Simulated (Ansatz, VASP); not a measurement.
**Sc2SnS in VASP and in Ansatz**

```
Sc Sn S
1.0
     3.54772    0.00000    0.00000
    -1.77386    3.07242    0.00000
     0.00000    0.00000    7.71629
Sc Sn S
2 1 1
Direct
  0.66667 0.33333 0.20885
  0.66667 0.33333 0.79115
  0.00000 0.00000 0.50000
  0.33333 0.66667 0.00000
```

Change from the starting cell: species swapped into the Co2SbAs type (P-6m2, No. 187).

Alike in both runs: functional PBE; k mesh 18 × 18 × 6; occupations gaussian, width 0.1 eV; no spin polarisation.

Ansatz relaxed the structure, and its values are those at the end. VASP's run is a single point on that final structure, the one shown.

|  | VASP | Ansatz |
| --- | --- | --- |
| version | VASP 6.6.1 | Ansatz 0.2.0 |
| potentials or method | VASP PAW PBE potentials, release 64 (Sc_sv, Sn_d, S), cutoff 520 eV | scalar-relativistic, plane waves, PAW |
| valence electrons in the cell | 42 | 42 |

Ansatz gave:

| Quantity | Value |
| --- | --- |
| gap on the k mesh at the Fermi level (eV) | none |
| pressure (GPa) | 0.0 |
| rms of the force components (eV/Å) | 0.002 |

Task: Estimate VASP's values.

Result: gap on the k mesh at the Fermi level (eV): none; pressure (GPa): 0.1; rms of the force components (eV/Å): 0.012.

A gap of «none» marks a metal or a gap that the smearing closes. The functional is the same, so the differences come from potentials, cutoffs and numerics.
